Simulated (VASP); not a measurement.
# AgBr (Fm-3m) in VASP: a series of runs

The runs below take AgBr through electric field gradients, with PBE.

Everything below comes from runs of VASP 6.6.1. Logs are shortened: lines on timing, memory, paths and dates and some standing lists are left out, and cuts for length are marked.

## (1) The cell of the first run

It takes space group Fm-3m (No. 225, cubic). Conventional cell: a = 5.791 Å, b = 5.791 Å, c = 5.791 Å, α = 90.00°, β = 90.00°, γ = 90.00°. Ag (site symmetry m-3m) has 6 Br at 2.90 Å within 3.8 Å. Br (site symmetry m-3m) has 6 Ag at 2.90 Å within 3.8 Å.

## (2) Electric field gradients, PBE (volume scaled by 1.01)

INCAR

```
PREC = Accurate
ENCUT = 400
EDIFF = 1E-8
ISMEAR = -1
SIGMA = 0.03
LREAL = False
LASPH = True
NELM = 120
ALGO = Normal
ISIF = 2
LWAVE = False
LCHARG = False
GGA = PE
LEFG = True
NBANDS = 16
GGA_COMPAT = False
```

KPOINTS

```
regular mesh
0
Gamma
  7 7 7
```

POSCAR

```
AgBr
1.0
    0.0000000000      2.8956382764      2.8956382764
    2.8956382764      0.0000000000      2.8956382764
    2.8956382764      2.8956382764      0.0000000000
Ag Br
1 1
Direct
    0.5000000000      0.5000000000      0.5000000000
    0.0000000000      0.0000000000      0.0000000000
```

Potentials or basis: VASP PAW PBE potentials, release 64 (Ag, Br).

The run is started by

```bash
$ cat potpaw_PBE.64/Ag/POTCAR potpaw_PBE.64/Br/POTCAR > POTCAR
$ mpirun -np 1 vasp_std > vasp.out
```

OUTCAR:

```text
PREC = Accurate
   ENCUT = 400
   EDIFF = 1E-8
   ISMEAR = -1
   LREAL = False
   LASPH = True
   NELM = 120
   ISIF = 2
   GGA = PE

 ion  position               nearest neighbor table
   1  0.500  0.500  0.500-   2 2.90   2 2.90   2 2.90   2 2.90   2 2.90   2 2.90
   2  0.000  0.000  0.000-   1 2.90   1 2.90   1 2.90   1 2.90   1 2.90   1 2.90

  LATTYP: Found a face centered cubic cell.
 ALAT       =     5.7912765528

  Lattice vectors:

 A1 = (   0.0000000000,   2.8956382764,   2.8956382764)
 A2 = (   2.8956382764,   0.0000000000,   2.8956382764)
 A3 = (   2.8956382764,   2.8956382764,   0.0000000000)

Analysis of symmetry for initial positions (statically):
=====================================================================
 Subroutine PRICEL returns:
 Original cell was already a primitive cell.

 Routine SETGRP: Setting up the symmetry group for a
 face centered cubic supercell.

 Subroutine GETGRP returns: Found 48 space group operations
 (whereof 48 operations were pure point group operations)
 out of a pool of 48 trial point group operations.

The static configuration has the point symmetry O_h .

Analysis of symmetry for dynamics (positions and initial velocities):
=====================================================================
 Subroutine PRICEL returns:
 Original cell was already a primitive cell.

 Routine SETGRP: Setting up the symmetry group for a
 face centered cubic supercell.

 Subroutine GETGRP returns: Found 48 space group operations
 (whereof 48 operations were pure point group operations)
 out of a pool of 48 trial point group operations.

The dynamic configuration has the point symmetry O_h .

 Subroutine INISYM returns: Found 48 space group operations
 (whereof 48 operations are pure point group operations),
 and found     1 'primitive' translations

----------------------------------------------------------------------------------------

                                     Primitive cell

  volume of cell :      48.5582

[... 113 lines left out ...]
   LRPA    =     F    only Hartree local field effects (RPA)
 non-spin polarized calculation
  energy-cutoff  :      400.00
  volume of cell :       48.56
 maximum number of plane-waves:       899
   NGX = 13   NGY = 13   NGZ = 13

 number of electron      17.9999991 magnetization

 Free energy of the ion-electron system (eV)
  ---------------------------------------------------
  ext. energy  EPLUGINS =         0.00000000
  ---------------------------------------------------
  free energy    TOTEN  =        -4.99543458 eV

  energy without entropy =       -4.99543448  energy(sigma->0) =       -4.99543453

 E-fermi :   3.6559     XC(G=0):  -9.7256

 val. band max:        3.2309217430   @ k =   0.4286   0.0000   0.0000
 cond. band min:       3.9772636441   @ k =   0.0000   0.0000   0.0000
 fundamental gap:      0.7463419011
 Fermi energy:         3.6558579334

 k-point     1 :       0.0000    0.0000    0.0000
  band No.  band energies     occupation
      1     -11.6133      2.00000
      2       0.6129      2.00000
      3       0.6129      2.00000
      4       0.6129      2.00000
      5       0.6129      2.00000
      6       0.6129      2.00000
[... 357 lines left out ...]
      3      -0.5453      2.00000
      4      -0.4494      2.00000
      5       0.8651      2.00000
      6       0.9547      2.00000
[... 8 lines left out ...]
     15      16.0188      0.00000
     16      18.4661      0.00000

------------------------ aborting loop because EDIFF is reached ----------------------------------------

  FORCE on cell =-STRESS in cart. coord.  units (eV):
  Direction    XX          YY          ZZ          XY          YZ          ZX
  --------------------------------------------------------------------------------------
  -------------------------------------------------------------------------------------
  Total        0.2517563      0.2517563      0.2517563     -0.0000000     -0.0000000     -0.0000000
  in kB        8.3066887      8.3066887      8.3066887     -0.0000000     -0.0000000     -0.0000000
  external PRESSURE =       8.3066887 kB  Pullay stress =       0.0000000 kB

 VOLUME and BASIS-vectors are now :
 -----------------------------------------------------------------------------
  energy-cutoff  :      400.00
  volume of cell :       48.56
      direct lattice vectors                 reciprocal lattice vectors
     0.000000000  2.895638276  2.895638276    -0.172673501  0.172673501  0.172673501
     2.895638276  0.000000000  2.895638276     0.172673501 -0.172673501  0.172673501
     2.895638276  2.895638276  0.000000000     0.172673501  0.172673501 -0.172673501

 POSITION                                       TOTAL-FORCE (eV/Angst)
 -----------------------------------------------------------------------------------
      2.89564      2.89564      2.89564        -0.000000     -0.000000     -0.000000
      0.00000      0.00000      0.00000         0.000000      0.000000      0.000000
 -----------------------------------------------------------------------------------
    total drift:                                0.000000      0.000000      0.000000

  FREE ENERGIE OF THE ION-ELECTRON SYSTEM (eV)
  ---------------------------------------------------
  free  energy   TOTEN  =        -4.9954345842 eV

  energy  without entropy=       -4.9954344784  energy(sigma->0) =       -4.99543453

 Electric field gradients (V/A^2)
---------------------------------------------------------------------
 ion       V_xx      V_yy      V_zz      V_xy      V_xz      V_yz
---------------------------------------------------------------------
   1       0.000     0.000     0.000    -0.001    -0.001    -0.001
   2      -0.000    -0.000     0.000     0.000     0.000     0.000
---------------------------------------------------------------------

 Electric field gradients after diagonalization (V/A^2)
 (convention: |V_zz| > |V_xx| > |V_yy|)
----------------------------------------------------------------------
 ion       V_xx      V_yy      V_zz     asymmetry (V_yy - V_xx)/ V_zz
----------------------------------------------------------------------
   1       0.001     0.001    -0.002       0.000
   2      -0.000    -0.000     0.001       0.000
----------------------------------------------------------------------

           NMR quadrupolar parameters

 Cq : quadrupolar parameter    Cq=e*Q*V_zz/h
 eta: asymmetry parameters     (V_yy - V_xx)/ V_zz
 Q  : nuclear electric quadrupole moment in mb (millibarn)
----------------------------------------------------------------------
 ion       Cq(MHz)       eta       Q (mb)
----------------------------------------------------------------------
   1      -0.000       0.000       1.000
   2       0.000       0.000       1.000
----------------------------------------------------------------------
```

OSZICAR:

```text
N       E                     dE             d eps       ncg     rms          rms(c)
DAV:   1     0.735824861837E+02    0.73582E+02   -0.73930E+03   648   0.824E+02
DAV:   2    -0.300200008810E+01   -0.76584E+02   -0.71722E+02   800   0.184E+02
DAV:   3    -0.510655694948E+01   -0.21046E+01   -0.21013E+01   776   0.312E+01
DAV:   4    -0.511442041236E+01   -0.78635E-02   -0.78632E-02   800   0.222E+00
DAV:   5    -0.511448604996E+01   -0.65638E-04   -0.65637E-04   800   0.196E-01    0.556E+00
DAV:   6    -0.499963813728E+01    0.11485E+00   -0.17864E-01   768   0.594E+00    0.365E+00
DAV:   7    -0.499529748613E+01    0.43407E-02   -0.61052E-02   704   0.162E+00    0.153E+00
DAV:   8    -0.499536829095E+01   -0.70805E-04   -0.41103E-03   728   0.628E-01    0.256E-01
DAV:   9    -0.499540384732E+01   -0.35556E-04   -0.48798E-04   768   0.230E-01    0.349E-02
DAV:  10    -0.499542784683E+01   -0.24000E-04   -0.36411E-05   816   0.756E-02    0.218E-02
DAV:  11    -0.499543480707E+01   -0.69602E-05   -0.13189E-05   752   0.284E-02    0.581E-03
DAV:  12    -0.499543463810E+01    0.16897E-06   -0.81794E-07   768   0.795E-03    0.215E-03
DAV:  13    -0.499543459279E+01    0.45310E-07   -0.14044E-07   768   0.333E-03    0.318E-04
DAV:  14    -0.499543458415E+01    0.86377E-08   -0.15830E-08   736   0.966E-04
   1 F= -.49954346E+01 E0= -.49954345E+01  d E =-.105743E-06
```

It took 10 s on 1 thread of Intel Xeon Platinum 8488C (Sapphire Rapids), shared host; peak memory 0.15 GiB.

What came out:

| Property | Result |
| --- | --- |
| Free energy | -4.9954 eV |
| Pressure | 0.8 GPa |
| Band gap on the k mesh | 0.75 eV, indirect (least direct gap 2.52 eV) |

Caveat: the cell differs from its parent crystal (volume scaled by 1.01); without QUAD_EFG the Cq values of the log hold for a quadrupole moment of 1 mb, not for the nuclei. A k mesh can miss the band edges.

## (3) Electric field gradients, PBE

This run uses another cell than the first one, of 24.04 Å³/atom, 0.990 times its volume.

INCAR

```
SYSTEM = AgBr
PREC     = Accurate       ! precision mode
ENCUT    = 400            ! plane-wave cutoff, eV
EDIFF    = 1E-8           ! SCF threshold, eV
ISMEAR   = -1             ! smearing method
SIGMA    = 0.03           ! smearing width, eV
LREAL    = .FALSE.        ! projectors in reciprocal space
LASPH    = .TRUE.         ! aspherical terms in the spheres
NELM     = 120            ! most SCF steps
ALGO     = Normal         ! electronic algorithm
ISIF     = 2              ! what is computed and relaxed
LWAVE    = .FALSE.        ! write WAVECAR
LCHARG   = .FALSE.        ! write CHGCAR
GGA      = PE             ! functional
LEFG     = .TRUE.       
NBANDS   = 16             ! bands
GGA_COMPAT= .FALSE.
```

KPOINTS

```
regular mesh
0
G
  7 7 7
  0 0 0
```

POSCAR

```
AgBr
1.0
    0.0000000000      2.8860500000      2.8860500000
    2.8860500000      0.0000000000      2.8860500000
    2.8860500000      2.8860500000      0.0000000000
Ag Br
1 1
Direct
    0.5000000000      0.5000000000      0.5000000000
    0.0000000000      0.0000000000      0.0000000000
```

Potentials or basis: VASP PAW PBE potentials, release 64 (Ag, Br).

The run is started by

```bash
$ cat potpaw_PBE.64/Ag/POTCAR potpaw_PBE.64/Br/POTCAR > POTCAR
$ mpirun -np 1 vasp_std > vasp.out
```

OUTCAR:

```text
SYSTEM = AgBr
   PREC = Accurate
   ENCUT = 400
   EDIFF = 1E-8
   ISMEAR = -1
   LREAL = .FALSE.
   LASPH = .TRUE.
   NELM = 120
   ISIF = 2
   GGA = PE

 ion  position               nearest neighbor table
   1  0.500  0.500  0.500-   2 2.89   2 2.89   2 2.89   2 2.89   2 2.89   2 2.89
   2  0.000  0.000  0.000-   1 2.89   1 2.89   1 2.89   1 2.89   1 2.89   1 2.89

  LATTYP: Found a face centered cubic cell.
 ALAT       =     5.7721000000

  Lattice vectors:

 A1 = (   0.0000000000,   2.8860500000,   2.8860500000)
 A2 = (   2.8860500000,   0.0000000000,   2.8860500000)
 A3 = (   2.8860500000,   2.8860500000,   0.0000000000)

Analysis of symmetry for initial positions (statically):
=====================================================================
 Subroutine PRICEL returns:
 Original cell was already a primitive cell.

 Routine SETGRP: Setting up the symmetry group for a
 face centered cubic supercell.

 Subroutine GETGRP returns: Found 48 space group operations
 (whereof 48 operations were pure point group operations)
 out of a pool of 48 trial point group operations.

The static configuration has the point symmetry O_h .

Analysis of symmetry for dynamics (positions and initial velocities):
=====================================================================
 Subroutine PRICEL returns:
 Original cell was already a primitive cell.

 Routine SETGRP: Setting up the symmetry group for a
 face centered cubic supercell.

 Subroutine GETGRP returns: Found 48 space group operations
 (whereof 48 operations were pure point group operations)
 out of a pool of 48 trial point group operations.

The dynamic configuration has the point symmetry O_h .

 Subroutine INISYM returns: Found 48 space group operations
 (whereof 48 operations are pure point group operations),
 and found     1 'primitive' translations

----------------------------------------------------------------------------------------

                                     Primitive cell

  volume of cell :      48.0775

  direct lattice vectors                    reciprocal lattice vectors
     0.000000000  2.886050000  2.886050000    -0.173247172  0.173247172  0.173247172
     2.886050000  0.000000000  2.886050000     0.173247172 -0.173247172  0.173247172
     2.886050000  2.886050000  0.000000000     0.173247172  0.173247172 -0.173247172

  length of vectors
     4.081491052  4.081491052  4.081491052     0.300072904  0.300072904  0.300072904

  position of ions in fractional coordinates (direct lattice)
     0.500000000  0.500000000  0.500000000
     0.000000000  0.000000000  0.000000000

  ion indices of the primitive-cell ions
   primitive index   ion index
                 1           1
                 2           2

----------------------------------------------------------------------------------------

 KPOINTS: regular mesh

Automatic generation of k-mesh.
 Grid dimensions read from file:
 generate k-points for:    7    7    7

[... 64 lines left out ...]
   ISIF   =      2    stress and relaxation
   ISYM   =      2    0-nonsym 1-usesym 2-fastsym
   POTIM  = 0.5000    time-step for ionic-motion
   TEBEG  =    0.0;   TEEND  =   0.0 temperature during run
   PSTRESS=    0.0 pullay stress
   NELECT =      18.0000    total number of electrons
   NUPDOWN=      -1.0000    fix difference up-down
   EMIN   =  10.00;   EMAX   =-10.00  energy-range for DOS
   EFERMI =   0.00;   METHOD = LEGACY
   ISMEAR =    -1;   SIGMA  =   0.03  broadening in eV -4-tet -1-fermi 0-gaus
   EFERMI_NEDOS =   21; number of points for ismear=-14 and -15
   IALGO  =     38    algorithm
   IMIX   =      4    mixing-type and parameters
     AMIX     =   0.40;   BMIX     =  1.00
     AMIX_MAG =   1.60;   BMIX_MAG =  1.00
  volume/ion in A,a.u.               =      24.04       162.22
  Fermi-wavevector in a.u.,A,eV,Ry     =   1.179918  2.229722 18.942118  1.392206
  Thomas-Fermi vector in A             =   2.316220
   LORBIT       =      0    0 simple, 1 ext, 2 COOP (PROOUT), +10 PAW based schemes
   GGA     = PE    functional components
   LHFCALC =     F    Hartree Fock is set to
   AEXX    =    0.0000 exact exchange contribution
   IVDW    =     0    specifies the selected vdW correction
   LEPSILON=     F    determine dielectric tensor
   LRPA    =     F    only Hartree local field effects (RPA)
 non-spin polarized calculation
  energy-cutoff  :      400.00
  volume of cell :       48.08
 maximum number of plane-waves:       893
   NGX = 13   NGY = 13   NGZ = 13

 number of electron      17.9999993 magnetization

 Free energy of the ion-electron system (eV)
  ---------------------------------------------------
  ext. energy  EPLUGINS =         0.00000000
  ---------------------------------------------------
  free energy    TOTEN  =        -4.99173895 eV

  energy without entropy =       -4.99173884  energy(sigma->0) =       -4.99173890

 E-fermi :   3.7732     XC(G=0):  -9.7761

 val. band max:        3.3491078798   @ k =   0.4286   0.0000   0.0000
 cond. band min:       4.0940752223   @ k =   0.0000   0.0000   0.0000
 fundamental gap:      0.7449673425
 Fermi energy:         3.7732255103

 k-point     1 :       0.0000    0.0000    0.0000
  band No.  band energies     occupation
      1     -11.5565      2.00000
      2       0.6917      2.00000
      3       0.6917      2.00000
      4       0.6917      2.00000
      5       0.6918      2.00000
      6       0.6918      2.00000
[... 357 lines left out ...]
      3      -0.4934      2.00000
      4      -0.3915      2.00000
      5       0.9514      2.00000
      6       1.0421      2.00000
[... 8 lines left out ...]
     15      16.1569      0.00000
     16      18.6226      0.00000

------------------------ aborting loop because EDIFF is reached ----------------------------------------

  FORCE on cell =-STRESS in cart. coord.  units (eV):
  Direction    XX          YY          ZZ          XY          YZ          ZX
  --------------------------------------------------------------------------------------
  -------------------------------------------------------------------------------------
  Total        0.3853872      0.3853872      0.3853872      0.0000000      0.0000000     -0.0000000
  in kB       12.8429959     12.8429959     12.8429959      0.0000000      0.0000000     -0.0000000
  external PRESSURE =      12.8429959 kB  Pullay stress =       0.0000000 kB

 VOLUME and BASIS-vectors are now :
 -----------------------------------------------------------------------------
  energy-cutoff  :      400.00
  volume of cell :       48.08
      direct lattice vectors                 reciprocal lattice vectors
     0.000000000  2.886050000  2.886050000    -0.173247172  0.173247172  0.173247172
     2.886050000  0.000000000  2.886050000     0.173247172 -0.173247172  0.173247172
     2.886050000  2.886050000  0.000000000     0.173247172  0.173247172 -0.173247172

 POSITION                                       TOTAL-FORCE (eV/Angst)
 -----------------------------------------------------------------------------------
      2.88605      2.88605      2.88605         0.000000     -0.000000     -0.000000
      0.00000      0.00000      0.00000        -0.000000      0.000000      0.000000
 -----------------------------------------------------------------------------------
    total drift:                                0.000000      0.000000      0.000000

  FREE ENERGIE OF THE ION-ELECTRON SYSTEM (eV)
  ---------------------------------------------------
  free  energy   TOTEN  =        -4.9917389501 eV

  energy  without entropy=       -4.9917388425  energy(sigma->0) =       -4.99173890

 Electric field gradients (V/A^2)
---------------------------------------------------------------------
 ion       V_xx      V_yy      V_zz      V_xy      V_xz      V_yz
---------------------------------------------------------------------
   1      -0.000     0.000     0.000    -0.001    -0.001    -0.001
   2      -0.000    -0.000    -0.000     0.000     0.000     0.000
---------------------------------------------------------------------

 Electric field gradients after diagonalization (V/A^2)
 (convention: |V_zz| > |V_xx| > |V_yy|)
----------------------------------------------------------------------
 ion       V_xx      V_yy      V_zz     asymmetry (V_yy - V_xx)/ V_zz
----------------------------------------------------------------------
   1       0.001     0.001    -0.003       0.000
   2      -0.000    -0.000     0.001       0.000
----------------------------------------------------------------------

           NMR quadrupolar parameters

 Cq : quadrupolar parameter    Cq=e*Q*V_zz/h
 eta: asymmetry parameters     (V_yy - V_xx)/ V_zz
 Q  : nuclear electric quadrupole moment in mb (millibarn)
----------------------------------------------------------------------
 ion       Cq(MHz)       eta       Q (mb)
----------------------------------------------------------------------
   1      -0.000       0.000       1.000
   2       0.000       0.000       1.000
----------------------------------------------------------------------
```

It took 9.4 s on 1 thread of Intel Xeon Platinum 8488C (Sapphire Rapids), shared host; peak memory 0.15 GiB.

Results:

```yaml
Free_energy: -4.9917 eV
Pressure: 1.3 GPa
Band_gap_on_the_k_mesh: 0.74 eV, indirect (least direct gap 2.55 eV)
```

Levels at points of the mesh, in eV from the valence-band top:
```csv
k point,band 5,band 6,band 7,band 8,band 9,band 10,band 11,band 12,band 13,band 14
"(0.00, 0.00, 0.00)",-2.66,-2.66,-1.80,-1.80,-1.80,0.75,9.99,9.99,9.99,11.25
```

Caveat: without QUAD_EFG the Cq values of the log hold for a quadrupole moment of 1 mb, not for the nuclei. PBE gaps usually lie below the measured ones, often by a third to a half.

(Continued in part 2 of 3.)
